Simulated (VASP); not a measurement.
# Ta (Im-3m) in VASP: further runs

Ta is run at these levels: r2SCAN; tasks: single point.

All numbers are computed with VASP 6.6.1; they aren't measurements. Logs are shortened: lines on timing, memory, paths and dates and some standing lists are left out, and cuts for length are marked.

### Step 1. The cell of the first run

It takes space group Im-3m (No. 229, cubic). The conventional cell has a = 3.169 Å, b = 3.169 Å, c = 3.169 Å, α = 90.00°, β = 90.00°, γ = 90.00°. Within 3.6 Å of Ta (site symmetry m-3m) lie 14 Ta at 2.74 to 3.17 Å.

### Step 2. Single point, r2SCAN (volume scaled by 0.88)

File POSCAR:

```
Ta
1.0
   -1.5845373410      1.5845373410      1.5845373410
    1.5845373410     -1.5845373410      1.5845373410
    1.5845373410      1.5845373410     -1.5845373410
Ta
1
Direct
    0.0000000000      0.0000000000      0.0000000000
```

File INCAR.step1:

```
PREC = Accurate
ENCUT = 520
ISMEAR = -1
SIGMA = 0.1
LREAL = False
LASPH = True
NELM = 60
NBANDS = 12
GGA = PE
ALGO = Normal
EDIFF = 1E-4
LWAVE = True
LCHARG = False
```

File INCAR.step2:

```
PREC = Accurate
ENCUT = 520
EDIFF = 1E-6
ISMEAR = -1
SIGMA = 0.1
LREAL = False
LASPH = True
NELM = 60
ALGO = Normal
ISIF = 2
LWAVE = False
LCHARG = False
METAGGA = R2SCAN
LMIXTAU = True
NBANDS = 12
ISTART = 1
```

File KPOINTS:

```
regular mesh
0
Gamma
  16 16 16
```

Potentials or basis: VASP PAW PBE potentials, release 64 (Ta_pv).

Run with:

```sh
$ cat potpaw_PBE.64/Ta_pv/POTCAR > POTCAR
$ cp INCAR.step1 INCAR
$ mpirun -np 1 vasp_std > vasp.out
$ cp INCAR.step2 INCAR
$ mpirun -np 1 vasp_std > vasp.out
```

OUTCAR:

```text
PREC = Accurate
   ENCUT = 520
   EDIFF = 1E-6
   ISMEAR = -1
   LREAL = False
   LASPH = True
   NELM = 60
   ISIF = 2
   METAGGA = R2SCAN
   ISTART = 1

 ion  position               nearest neighbor table
   1  0.000  0.000  0.000-

  LATTYP: Found a body centered cubic cell.
 ALAT       =     3.1690746820

  Lattice vectors:

 A1 = (  -1.5845373410,   1.5845373410,   1.5845373410)
 A2 = (   1.5845373410,  -1.5845373410,   1.5845373410)
 A3 = (   1.5845373410,   1.5845373410,  -1.5845373410)

Analysis of symmetry for initial positions (statically):
=====================================================================
 Subroutine PRICEL returns:
 Original cell was already a primitive cell.

 Routine SETGRP: Setting up the symmetry group for a
 body centered cubic supercell.

 Subroutine GETGRP returns: Found 48 space group operations
[... 9 lines left out ...]

 Routine SETGRP: Setting up the symmetry group for a
 body centered cubic supercell.

 Subroutine GETGRP returns: Found 48 space group operations
[... 11 lines left out ...]
                                     Primitive cell

  volume of cell :      15.9136

  direct lattice vectors                    reciprocal lattice vectors
    -1.584537341  1.584537341  1.584537341     0.000000000  0.315549522  0.315549522
     1.584537341 -1.584537341  1.584537341     0.315549522  0.000000000  0.315549522
     1.584537341  1.584537341 -1.584537341     0.315549522  0.315549522  0.000000000

  length of vectors
     2.744499181  2.744499181  2.744499181     0.446254413  0.446254413  0.446254413

  position of ions in fractional coordinates (direct lattice)
     0.000000000  0.000000000  0.000000000

  ion indices of the primitive-cell ions
   primitive index   ion index
                 1           1

----------------------------------------------------------------------------------------

 KPOINTS: regular mesh

Automatic generation of k-mesh.
 Grid dimensions read from file:
 generate k-points for:   16   16   16

 Generating k-lattice:

  Cartesian coordinates                     Fractional coordinates (reciprocal lattice)
     0.000000000  0.019721845  0.019721845     0.062500000  0.000000000  0.000000000
     0.019721845  0.000000000  0.019721845     0.000000000  0.062500000  0.000000000
     0.019721845  0.019721845  0.000000000     0.000000000  0.000000000  0.062500000

  Length of vectors
     0.027890901  0.027890901  0.027890901

  Shift w.r.t. Gamma in fractional coordinates (k-lattice)
     0.000000000  0.000000000  0.000000000

 Subroutine IBZKPT returns following result:
 ===========================================

 Found    145 irreducible k-points:

 Following reciprocal coordinates:
            Coordinates               Weight
  0.000000  0.000000  0.000000      1.000000
  0.062500  0.000000  0.000000     12.000000
  0.125000  0.000000  0.000000     12.000000
  0.187500  0.000000  0.000000     12.000000
  0.250000  0.000000  0.000000     12.000000
  0.312500  0.000000  0.000000     12.000000
[... 16 lines left out ...]
  0.187500  0.187500  0.000000     24.000000
  0.250000  0.187500  0.000000     48.000000
 [... further k-points ...]
   k-points           NKPTS =    145   k-points in BZ     NKDIM =    145   number of bands    NBANDS=     12
   number of dos      NEDOS =    301   number of ions     NIONS =      1
   total plane-waves  NPLWV =   8000
   dimension x,y,z NGX =    20 NGY =   20 NGZ =   20
   dimension x,y,z NGXF=    40 NGYF=   40 NGZF=   40
   ions per type =               1
   NGX,Y,Z   is equivalent  to a cutoff of  12.11, 12.11, 12.11 a.u.
   NGXF,Y,Z  is equivalent  to a cutoff of  24.23, 24.23, 24.23 a.u.
 SYSTEM =  unknown system
   PREC   = accura    normal or accurate (medium, high low for compatibility)
   ISTART =      1    job   : 0-new  1-cont  2-samecut
   ICHARG =      0    charge: 1-file 2-atom 10-const
   ISPIN  =      1    spin polarized calculation?
   LNONCOLLINEAR =      F non collinear calculations
   LSORBIT =      F    spin-orbit coupling
   LASPH  =      T    aspherical Exc in radial PAW
   ENCUT  =  520.0 eV  38.22 Ry    6.18 a.u.   5.10  5.10  5.10*2*pi/ulx,y,z
   NELM   =     60;   NELMIN=  2; NELMDL=  0     # of ELM steps
   EDIFF  = 0.1E-05   stopping-criterion for ELM
   LREAL  =      F    real-space projection
   EDIFFG = 0.1E-04   stopping-criterion for IOM
   NSW    =      0    number of steps for IOM
   IBRION =     -1    ionic relax: 0-MD 1-quasi-New 2-CG
   NFREE  =      0    steps in history (QN), initial steepest desc. (CG)
   ISIF   =      2    stress and relaxation
   ISYM   =      2    0-nonsym 1-usesym 2-fastsym
   POTIM  = 0.5000    time-step for ionic-motion
   TEBEG  =    0.0;   TEEND  =   0.0 temperature during run
   PSTRESS=    0.0 pullay stress
   NELECT =      11.0000    total number of electrons
   NUPDOWN=      -1.0000    fix difference up-down
   EMIN   =  10.00;   EMAX   =-10.00  energy-range for DOS
   EFERMI =   0.00;   METHOD = LEGACY
   ISMEAR =    -1;   SIGMA  =   0.10  broadening in eV -4-tet -1-fermi 0-gaus
   EFERMI_NEDOS =   21; number of points for ismear=-14 and -15
   IALGO  =     38    algorithm
   IMIX   =      4    mixing-type and parameters
     AMIX     =   0.40;   BMIX     =  1.00
     AMIX_MAG =   1.60;   BMIX_MAG =  1.00
  volume/ion in A,a.u.               =      15.91       107.39
  Fermi-wavevector in a.u.,A,eV,Ry     =   1.447493  2.735366 28.507431  2.095237
  Thomas-Fermi vector in A             =   2.565442
   LORBIT       =      0    0 simple, 1 ext, 2 COOP (PROOUT), +10 PAW based schemes
   METAGGA = R2SCAN    functional components
   LHFCALC =     F    Hartree Fock is set to
   AEXX    =    0.0000 exact exchange contribution
   IVDW    =     0    specifies the selected vdW correction
   LEPSILON=     F    determine dielectric tensor
   LRPA    =     F    only Hartree local field effects (RPA)
 non-spin polarized calculation
  energy-cutoff  :      520.00
  volume of cell :       15.91
 maximum number of plane-waves:       448
   NGX = 11   NGY = 11   NGZ = 11

 number of electron      11.0000000 magnetization

 Free energy of the ion-electron system (eV)
  ---------------------------------------------------
  ext. energy  EPLUGINS =         0.00000000
  ---------------------------------------------------
  free energy    TOTEN  =       -48.38930868 eV

  energy without entropy =      -48.35073292  energy(sigma->0) =      -48.37002080

 E-fermi :   6.3787     XC(G=0): -14.5079

 val. band max:        6.3464430217   @ k =  -0.4375   0.4375   0.1250
 cond. band min:       6.3935011147   @ k =   0.1250   0.0625  -0.0000
 fundamental gap:      0.0470580930
 Fermi energy:         6.3786914680

 k-point     1 :       0.0000    0.0000    0.0000
  band No.  band energies     occupation
      1     -27.3241      2.00000
      2     -27.3241      2.00000
      3     -27.3241      2.00000
      4      -2.4065      2.00000
      5       7.1901      0.00060
      6       7.1901      0.00060
      7       7.1901      0.00060
      8      11.1352      0.00000
      9      11.1352      0.00000
     10      19.0788      0.00000
     11      22.7539      0.00000
     12      22.7539      0.00000

 k-point     2 :       0.0625    0.0000    0.0000
  band No.  band energies     occupation
      1     -27.4026      2.00000
      2     -27.3470      2.00000
      3     -27.3248      2.00000
      4      -2.1922      2.00000
      5       7.0454      0.00254
      6       7.1460      0.00093
      7       7.3986      0.00007
      8      10.8908      0.00000
      9      11.1312      0.00000
     10      19.0787      0.00000
     11      22.9547      0.00000
     12      23.1225      0.00000

 k-point     3 :       0.1250    0.0000    0.0000
  band No.  band energies     occupation
      1     -27.6215      2.00000
      2     -27.4116      2.00000
      3     -27.3268      2.00000
      4      -1.5848      2.00000
      5       6.6584      0.11496
      6       6.9542      0.00631
      7       8.0155      0.00000
      8      10.4467      0.00000
      9      11.1373      0.00000
     10      19.0788      0.00000
     11      23.4467      0.00000
     12      24.1787      0.00000

 k-point     4 :       0.1875    0.0000    0.0000
  band No.  band energies     occupation
      1     -27.9373      2.00000
      2     -27.5069      2.00000
      3     -27.3299      2.00000
      4      -0.6959      2.00000
      5       6.1351      1.83905
      6       6.5656      0.26730
      7       9.0142      0.00000
      8      10.2611      0.00000
      9      11.1951      0.00000
     10      19.0788      0.00000
     11      23.8008      0.00000
     12      25.8055      0.00000

 k-point     5 :       0.2500    0.0000    0.0000
  band No.  band energies     occupation
      1     -28.2936      2.00000
      2     -27.6174      2.00000
      3     -27.3336      2.00000
      4       0.2608      2.00000
      5       5.5843      1.99929
      6       6.2118      1.68288
      7      10.3472      0.00000
      8      10.4335      0.00000
      9      11.3425      0.00000
     10      19.0788      0.00000
     11      23.3208      0.00000
     12      25.8716      0.00000
[... 228 lines left out ...]
      1     -29.0174      2.00000
      2     -27.9675      2.00000
      3     -27.4390      2.00000
      4       1.8256      2.00000
      5       4.5710      2.00000
      6       7.1485      0.00091
      7      10.8628      0.00000
      8      12.5045      0.00000
      9      15.9054      0.00000
     10      19.0780      0.00000
     11      20.3404      0.00000
     12      21.3887      0.00000

 k-point    22 :       0.4375    0.1250    0.0000
  band No.  band energies     occupation
      1     -29.0675      2.00000
      2     -27.9951      2.00000
      3     -27.4405      2.00000
      4       1.7954      2.00000
      5       4.5070      2.00000
      6       7.5428      0.00002
      7      10.8431      0.00000
      8      12.6879      0.00000
      9      16.5328      0.00000
     10      19.0773      0.00000
     11      19.8979      0.00000
     12      20.8993      0.00000

 k-point    23 :       0.1875    0.1875    0.0000
  band No.  band energies     occupation
      1     -28.5928      2.00000
      2     -27.7669      2.00000
      3     -27.4603      2.00000
      4       1.6655      2.00000
      5       5.0674      2.00000
      6       5.5654      1.99941
      7      10.0035      0.00000
      8      12.1600      0.00000
      9      12.7550      0.00000
     10      19.0788      0.00000
     11      22.7624      0.00000
     12      25.3303      0.00000

 k-point    24 :       0.2500    0.1875    0.0000
  band No.  band energies     occupation
      1     -28.7708      2.00000
      2     -27.9200      2.00000
      3     -27.4849      2.00000
      4       2.2880      2.00000
      5       4.7701      2.00000
      6       5.6932      1.99789
      7      10.3294      0.00000
      8      12.2822      0.00000
      9      14.4848      0.00000
     10      19.0787      0.00000
     11      21.5333      0.00000
     12      24.3795      0.00000

 [... further k-points ...]
[... 5 lines left out ...]
  --------------------------------------------------------------------------------------
  -------------------------------------------------------------------------------------
  Total        3.3039426      3.3039426      3.3039426      0.0000000     -0.0000000     -0.0000000
  in kB      332.6409001    332.6409001    332.6409001      0.0000000     -0.0000000     -0.0000000
  external PRESSURE =     332.6409001 kB  Pullay stress =       0.0000000 kB

 VOLUME and BASIS-vectors are now :
 -----------------------------------------------------------------------------
  energy-cutoff  :      520.00
  volume of cell :       15.91
      direct lattice vectors                 reciprocal lattice vectors
    -1.584537341  1.584537341  1.584537341     0.000000000  0.315549522  0.315549522
     1.584537341 -1.584537341  1.584537341     0.315549522  0.000000000  0.315549522
     1.584537341  1.584537341 -1.584537341     0.315549522  0.315549522  0.000000000

 POSITION                                       TOTAL-FORCE (eV/Angst)
 -----------------------------------------------------------------------------------
      0.00000      0.00000      0.00000         0.000000     -0.000000      0.000000
 -----------------------------------------------------------------------------------
    total drift:                                0.000000     -0.000000      0.000000

  FREE ENERGIE OF THE ION-ELECTRON SYSTEM (eV)
  ---------------------------------------------------
  free  energy   TOTEN  =       -48.3893086827 eV

  energy  without entropy=      -48.3507329235  energy(sigma->0) =      -48.37002080
```

Run time: 2.7 min. Hardware: 1 thread of AMD EPYC 7R13, shared host; peak memory 0.12 GiB.

Results:

- Free energy: -48.3893 eV
- Pressure: 33.3 GPa

Caveat: the PAW data sets were made with another functional, which shifts forces and pressure a little; spin-orbit coupling is left out, which moves the levels of the heavy elements.

### Step 3. Single point, r2SCAN (volume scaled by 0.88, partial waves polarizable)

POSCAR is that of step 2.

File INCAR.step1:

```
SYSTEM = Ta
PREC = Accurate ; ENCUT = 520
ISMEAR = -1 ; SIGMA = 0.1
LREAL = .False. ; LASPH = .True.
NELM = 80 ; NBANDS = 12
GGA = PE ; ALGO = Normal
EDIFF = 1E-4 ; LWAVE = .True.
LCHARG = .False.
```

File INCAR.step2:

```
SYSTEM = Ta
PREC = Accurate ; ENCUT = 520
EDIFF = 1E-7 ; ISMEAR = -1
SIGMA = 0.1 ; LREAL = .False.
LASPH = .True. ; NELM = 80
ALGO = Normal ; ISIF = 2
LWAVE = .False. ; LCHARG = .False.
METAGGA = R2SCAN ; LMIXTAU = .True.
NBANDS = 12 ; ISTART = 1
```

File KPOINTS:

```
Automatic mesh
0
Gamma
  16 16 16
  0 0 0
```

Potentials or basis: VASP PAW PBE potentials, release 64 (Ta_pv).

Run with:

```sh
$ cat potpaw_PBE.64/Ta_pv/POTCAR > POTCAR
$ cp INCAR.step1 INCAR
$ mpirun -np 1 vasp_std > vasp.out
$ cp INCAR.step2 INCAR
$ mpirun -np 1 vasp_std > vasp.out
```

Run time: 2.7 min. Hardware: 1 thread of AMD EPYC 7R13, shared host; peak memory 0.12 GiB.

The run converged. Its results:

| Quantity | Value |
| --- | --- |
| Free energy | -48.3893 eV |
| Pressure | 33.3 GPa |

Levels at points of the mesh, in eV from the Fermi level:
```tsv
k point	band 1	band 2	band 3	band 4	band 5	band 6	band 7	band 8	band 9	band 10
(0.00, 0.00, 0.00)	-33.70	-33.70	-33.70	-8.79	0.81	0.81	0.81	4.76	4.76	12.70
(0.50, 0.00, 0.00)	-35.53	-34.28	-33.72	-5.18	-2.00	2.17	4.74	5.95	9.38	12.70
(0.50, 0.50, 0.50)	-34.95	-34.95	-34.95	-4.81	-4.81	8.18	8.18	8.18	10.31	10.31
```

Caveat: the PAW data sets were made with another functional, which shifts forces and pressure a little; spin-orbit coupling is left out, which moves the levels of the heavy elements.
